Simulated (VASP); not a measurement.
# SiNi (Pnma) in VASP: a series of runs, part 2 of 2

VASP 6.6.1. Earlier steps stand in the parts before.

## Step 5: Single point, PBEsol (10.74 Å³/atom)

This run uses another cell than the first one, of 10.74 Å³/atom.

Input file INCAR:

```
SYSTEM = SiNi
PREC = Accurate
ENCUT = 520
EDIFF = 1E-6
ISMEAR = 0
SIGMA = 0.1
LREAL = .False.
LASPH = .True.
NELM = 80
ALGO = Normal
ISIF = 2
LWAVE = .False.
LCHARG = .False.
GGA = PS
NBANDS = 38
```

Input file KPOINTS:

```
regular mesh
0
Gamma
  8 10 6
  0 0 0
```

Input file POSCAR:

```
SiNi
1.0
    4.8925972150      0.0000000000      0.0000000000
    0.0000000000      3.3751188282      0.0000000000
    0.0000000000      0.0000000000      5.2041659336
Si Ni
4 4
Direct
    0.3276307619      0.7500000000      0.0984359774
    0.1723692381      0.2500000000      0.5984359774
    0.8276307619      0.7500000000      0.4015640226
    0.6723692381      0.2500000000      0.9015640226
    0.0151903459      0.2500000000      0.1818756596
    0.4848096541      0.7500000000      0.6818756596
    0.5151903459      0.2500000000      0.3181243404
    0.9848096541      0.7500000000      0.8181243404
```

Potentials or basis: VASP PAW PBE potentials, release 64 (Si, Ni).

The run is started by

```console
$ cat potpaw_PBE.64/Si/POTCAR potpaw_PBE.64/Ni/POTCAR > POTCAR
$ mpirun -np 1 vasp_std > vasp.out
```

OUTCAR:

```text
SYSTEM = SiNi
   PREC = Accurate
   ENCUT = 520
   EDIFF = 1E-6
   ISMEAR = 0
   LREAL = .False.
   LASPH = .True.
   NELM = 80
   ISIF = 2
   GGA = PS

 ion  position               nearest neighbor table
   1  0.328  0.750  0.098-   8 2.22   7 2.24   7 2.24   6 2.30   5 2.32   5 2.32   4 2.60   4 2.60
                             3 2.91   3 2.91
   2  0.172  0.250  0.598-   7 2.22   8 2.24   8 2.24   5 2.30   6 2.32   6 2.32   3 2.60   3 2.60
                             4 2.91   4 2.91
   3  0.828  0.750  0.402-   6 2.22   5 2.24   5 2.24   8 2.30   7 2.32   7 2.32   2 2.60   2 2.60
                             1 2.91   1 2.91
   4  0.672  0.250  0.902-   5 2.22   6 2.24   6 2.24   7 2.30   8 2.32   8 2.32   1 2.60   1 2.60
                             2 2.91   2 2.91
   5  0.015  0.250  0.182-   4 2.22   3 2.24   3 2.24   2 2.30   1 2.32   1 2.32   8 2.54   8 2.54
                             7 2.55   7 2.55
   6  0.485  0.750  0.682-   3 2.22   4 2.24   4 2.24   1 2.30   2 2.32   2 2.32   7 2.54   7 2.54
                             8 2.55   8 2.55
   7  0.515  0.250  0.318-   2 2.22   1 2.24   1 2.24   4 2.30   3 2.32   3 2.32   6 2.54   6 2.54
                             5 2.55   5 2.55
   8  0.985  0.750  0.818-   1 2.22   2 2.24   2 2.24   3 2.30   4 2.32   4 2.32   5 2.54   5 2.54
                             6 2.55   6 2.55

[... 203 lines left out ...]
 fundamental gap:      0.0099379155
 Fermi energy:        12.1616635352

 k-point     1 :       0.0000    0.0000    0.0000
  band No.  band energies     occupation
      1      -1.8894      2.00000
      2       2.2115      2.00000
      3       3.0978      2.00000
      4       4.0218      2.00000
      5       5.0224      2.00000
      6       5.7051      2.00000
[... 973 lines left out ...]
     37      18.7897      0.00000
     38      19.3093      0.00000

 [... further k-points ...]
[... 5 lines left out ...]
  --------------------------------------------------------------------------------------
  -------------------------------------------------------------------------------------
  Total       10.9044570     10.8824221     10.8995931      0.0000000      0.0000000      0.0000000
  in kB      203.2988670    202.8880566    203.2081865      0.0000000      0.0000000      0.0000000
  external PRESSURE =     203.1317034 kB  Pullay stress =       0.0000000 kB

 VOLUME and BASIS-vectors are now :
 -----------------------------------------------------------------------------
  energy-cutoff  :      520.00
  volume of cell :       85.94
      direct lattice vectors                 reciprocal lattice vectors
     4.892597215  0.000000000  0.000000000     0.204390420  0.000000000  0.000000000
     0.000000000  3.375118828  0.000000000     0.000000000  0.296285865  0.000000000
     0.000000000  0.000000000  5.204165934     0.000000000  0.000000000  0.192153750

 POSITION                                       TOTAL-FORCE (eV/Angst)
 -----------------------------------------------------------------------------------
      1.60297      2.53134      0.51228         0.000196     -0.000000      0.004940
      0.84333      0.84378      3.11436        -0.000196      0.000000      0.004940
      4.04926      2.53134      2.08981         0.000196     -0.000000     -0.004940
      3.28963      0.84378      4.69189        -0.000196      0.000000     -0.004940
      0.07432      0.84378      0.94651         0.012876     -0.000000     -0.016505
      2.37198      2.53134      3.54859        -0.012876     -0.000000     -0.016505
      2.52062      0.84378      1.65557         0.012876     -0.000000      0.016505
      4.81828      2.53134      4.25765        -0.012876     -0.000000      0.016505
 -----------------------------------------------------------------------------------
    total drift:                                0.000000      0.000000      0.000000

  FREE ENERGIE OF THE ION-ELECTRON SYSTEM (eV)
  ---------------------------------------------------
  free  energy   TOTEN  =       -51.7533280751 eV

  energy  without entropy=      -51.7454605736  energy(sigma->0) =      -51.74939432
```

OSZICAR:

```text
N       E                     dE             d eps       ncg     rms          rms(c)
DAV:   1     0.380415998578E+03    0.38042E+03   -0.24205E+04  9120   0.179E+03
DAV:   2    -0.252392605743E+02   -0.40566E+03   -0.38794E+03  9126   0.378E+02
DAV:   3    -0.586912390493E+02   -0.33452E+02   -0.32331E+02 10194   0.129E+02
DAV:   4    -0.597831363308E+02   -0.10919E+01   -0.10854E+01 10686   0.218E+01
DAV:   5    -0.598179511575E+02   -0.34815E-01   -0.34804E-01 11336   0.368E+00    0.319E+01
DAV:   6    -0.669174537133E+02   -0.70995E+01   -0.13873E+02 10614   0.176E+02    0.345E+01
DAV:   7    -0.516735264814E+02    0.15244E+02   -0.45493E+01 10678   0.111E+02    0.645E+00
DAV:   8    -0.519164256004E+02   -0.24290E+00   -0.57341E+00 13276   0.165E+01    0.428E+00
DAV:   9    -0.517569497771E+02    0.15948E+00   -0.59461E-01 10598   0.109E+01    0.761E-01
DAV:  10    -0.517546929105E+02    0.22569E-02   -0.29644E-02 10724   0.170E+00    0.425E-01
DAV:  11    -0.517533816529E+02    0.13113E-02   -0.39480E-03 12876   0.775E-01    0.128E-01
DAV:  12    -0.517533474682E+02    0.34185E-04   -0.29105E-04 11066   0.115E-01    0.566E-02
DAV:  13    -0.517533290831E+02    0.18385E-04   -0.30820E-05 14056   0.468E-02    0.239E-02
DAV:  14    -0.517533281780E+02    0.90504E-06   -0.10244E-05 11412   0.174E-02    0.734E-03
DAV:  15    -0.517533280751E+02    0.10289E-06   -0.15676E-06  5662   0.188E-02
   1 F= -.51753328E+02 E0= -.51749394E+02  d E =-.786750E-02
```

stdout:

```text
POSCAR found type information on POSCAR SiNi
 POSCAR found :  2 types and       8 ions
 scaLAPACK will be used
 -----------------------------------------------------------------------------
|                                                                             |
|                                                                             |
|     You enforced a specific xc type in the INCAR file but a different       |
|     I HOPE YOU KNOW WHAT YOU ARE DOING!                                     |
|                                                                             |
 -----------------------------------------------------------------------------

 LDA part: xc-table for (Slater+PW92), standard interpolation
 POSCAR, INCAR and KPOINTS ok, starting setup
 FFT: planning ... GRIDC
 FFT: planning ... GRID_SOFT
 FFT: planning ... GRID
 WAVECAR not read
 entering main loop
```

Wall time 9.2 min (1 thread of Intel Xeon 8259CL, shared host); peak memory 0.4 GiB.

Results:

* Free energy: -51.7533 eV
* Pressure: 20.3 GPa
* Largest force: 0.021 eV/Å
* Band gap on the k mesh: zero (bands 28 and 29 overlap by 1.97 eV)

Forces in eV/Å, atoms in the order of the input:
```
Si   0.000  0.000  0.005
Si   0.000  0.000  0.005
Si   0.000  0.000 -0.005
Si   0.000  0.000 -0.005
Ni   0.013  0.000 -0.017
Ni  -0.013  0.000 -0.017
Ni   0.013  0.000  0.017
Ni  -0.013  0.000  0.017
```

Caveat: the cell stands under pressure; the PAW data sets were made with another functional, which shifts forces and pressure a little.

## Step 6: Single point, PBEsol (11.10 Å³/atom)

This run uses another cell than the first one, of 11.10 Å³/atom.

Input file INCAR:

```
SYSTEM = SiNi
  PREC = Accurate
  ENCUT = 520
  EDIFF = 1E-7
  ISMEAR = 0
  SIGMA = 0.1
  LREAL = .FALSE.
  LASPH = .TRUE.
  NELM = 80
  ALGO = Normal
  ISIF = 2
  LWAVE = .FALSE.
  LCHARG = .FALSE.
  GGA = PS
  NBANDS = 38
```

Input file KPOINTS:

```
Automatic mesh
0
G
  8 10 6
  0 0 0
```

Input file POSCAR:

```
SiNi
1.0
    4.9760064474      0.0000000000      0.0000000000
    0.0000000000      3.3270699222      0.0000000000
    0.0000000000      0.0000000000      5.3619562445
Si Ni
4 4
Direct
    0.3247732434      0.7500000000      0.0905874242
    0.1752267566      0.2500000000      0.5905874242
    0.8247732434      0.7500000000      0.4094125758
    0.6752267566      0.2500000000      0.9094125758
    0.0122864177      0.2500000000      0.1842946483
    0.4877135823      0.7500000000      0.6842946483
    0.5122864177      0.2500000000      0.3157053517
    0.9877135823      0.7500000000      0.8157053517
```

Potentials or basis: VASP PAW PBE potentials, release 64 (Si, Ni).

The run is started by

```console
$ cat potpaw_PBE.64/Si/POTCAR potpaw_PBE.64/Ni/POTCAR > POTCAR
$ mpirun -np 1 vasp_std > vasp.out
```

Run time: 13 min. Hardware: 1 thread of Intel Xeon 8259CL, shared host; peak memory 0.42 GiB.

Results (log left out):

| Property | Result |
| --- | --- |
| Free energy | -52.0488 eV |
| Pressure | 13.1 GPa |
| Largest force | 0.016 eV/Å |
| Band gap on the k mesh | zero (bands 28 and 29 overlap by 1.92 eV) |

Forces on the atoms (eV/Å):
```
Si  -0.004  0.000  0.005
Si   0.004  0.000  0.005
Si  -0.004  0.000 -0.005
Si   0.004  0.000 -0.005
Ni   0.013  0.000 -0.008
Ni  -0.013  0.000 -0.008
Ni   0.013  0.000  0.008
Ni  -0.013  0.000  0.008
```

Stress tensor (GPa, compression positive):
```
13.14  0.00  0.00
 0.00 13.01  0.00
 0.00  0.00 13.11
```

Levels at points of the mesh, in eV from the Fermi level:
```tsv
k point	band 26	band 27	band 28	band 29	band 30	band 31
(0.00, 0.00, 0.00)	-1.63	-1.18	-0.90	0.71	1.64	3.30
(0.50, 0.00, 0.00)	-1.97	0.83	0.83	1.24	1.24	3.80
(0.00, 0.50, 0.00)	-2.19	-1.48	-1.48	-0.59	-0.59	2.27
(0.50, 0.50, 0.00)	-1.89	-1.89	-1.89	0.66	0.66	0.66
(0.00, 0.00, 0.50)	-1.39	-0.09	-0.09	0.76	0.76	3.60
(0.50, 0.00, 0.50)	-0.89	0.95	0.95	2.35	2.35	2.55
(0.00, 0.50, 0.50)	-2.25	-1.80	-1.80	0.23	0.23	1.58
(0.50, 0.50, 0.50)	-2.10	-2.10	-2.10	2.96	2.96	2.96
```

Caveat: the cell stands under pressure; the PAW data sets were made with another functional, which shifts forces and pressure a little. Spin polarisation is off, so any magnetic state and its effect on volume and gap are missing.

## Step 7: Summary

```tsv
cell	k mesh	gap on the mesh (eV)	pressure (GPa)	largest force (eV/Å)
a = 3.358, b = 5.088, c = 5.528 Å, 8 atoms, atomic positions A	10 × 7 × 6	none	0.2	0.02
a = 5.088, b = 3.358, c = 5.528 Å, 8 atoms, atomic positions B	8 × 10 × 6	none	0.2	0.02
a = 4.822, b = 3.389, c = 5.086 Å, 8 atoms, atomic positions C	8 × 10 × 6	none	29.1	0.02
a = 4.893, b = 3.375, c = 5.204 Å, 8 atoms, atomic positions D	8 × 10 × 6	none	20.3	0.02
a = 4.976, b = 3.327, c = 5.362 Å, 8 atoms, atomic positions E	8 × 10 × 6	none	13.1	0.02
```

Alike in all rows: task single point; level PBEsol; potentials or basis VASP PAW PBE potentials, release 64 (Si, Ni); no spin polarisation; cutoff (eV) 520; smearing gaussian 0.1 eV.

Caveats: the PAW data sets were made with another functional, which shifts forces and pressure a little; the cell stands under pressure (at least some runs).

Absolute energies hang on the potentials; compare differences alone.

The gap in the log of VASP goes by the Fermi energy; the results here count the filled bands.